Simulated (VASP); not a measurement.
A run of VASP 6.6.1:

INCAR

```
SYSTEM = Al15Co
PREC = Accurate ; ENCUT = 520
EDIFF = 1E-6 ; ISMEAR = 0
SIGMA = 0.1 ; LREAL = Auto
LASPH = .TRUE. ; NELM = 150
ALGO = Normal ; ISIF = 2
LWAVE = .FALSE. ; LCHARG = .FALSE.
ISPIN = 2 ; MAGMOM = 3 0 0 0 0 0 0 0 0 0 0 0 0 0 0 0
LORBIT = 11 ; LMAXMIX = 4
GGA = PE ; NBANDS = 45
```

KPOINTS

```
Automatic mesh
0
G
  7 7 7
  0 0 0
```

The input POSCAR:

```
Al15Co
1.0
   -4.0416209214      4.0416209214     -4.0416209214
    4.0416209214      4.0416209214      4.0416209214
    4.0416209214     -4.0416209214     -4.0416209214
Co Al
1 15
Direct
    0.2500000000      0.0000000000      0.7500000000
    0.0056894847      0.2443105153      0.7500000000
    0.4943105153      0.0000000000      0.5056894847
    0.7500000000      0.5000000000      0.7500000000
    0.2500000000      0.2443105153      0.5056894847
    0.4943105153      0.7556894847      0.7500000000
    0.0056894847      0.5113789694      0.5056894847
    0.7500000000      0.0000000000      0.2500000000
    0.4943105153      0.2443105153      0.2386210306
    0.7613789694      0.7556894847      0.5056894847
    0.0056894847      0.0000000000     -0.0056894847
    0.2500000000      0.5000000000      0.2500000000
    0.0056894847      0.7556894847      0.2613789694
    0.7386210306      0.2443105153     -0.0056894847
    0.4943105153      0.4886210306     -0.0056894847
    0.2500000000      0.7556894847     -0.0056894847
```

Potentials or basis: VASP PAW PBE potentials, release 64 (Co, Al).

Launch:

```bash
$ cat potpaw_PBE.64/Co/POTCAR potpaw_PBE.64/Al/POTCAR > POTCAR
$ mpirun -np 1 vasp_std > vasp.out
```

Hardware: 1 thread of Intel(R) Xeon(R) Platinum 8259CL CPU @ 2.50GHz (Skylake/Cascade Lake), on a shared host.

**Question.** How long does it take, and how much memory?

**Answer.** It took 24 min on 1 thread of Intel(R) Xeon(R) Platinum 8259CL CPU @ 2.50GHz (Skylake/Cascade Lake) (shared host), peak memory 0.67 GiB. Counts: scf iterations 23, k points 20.
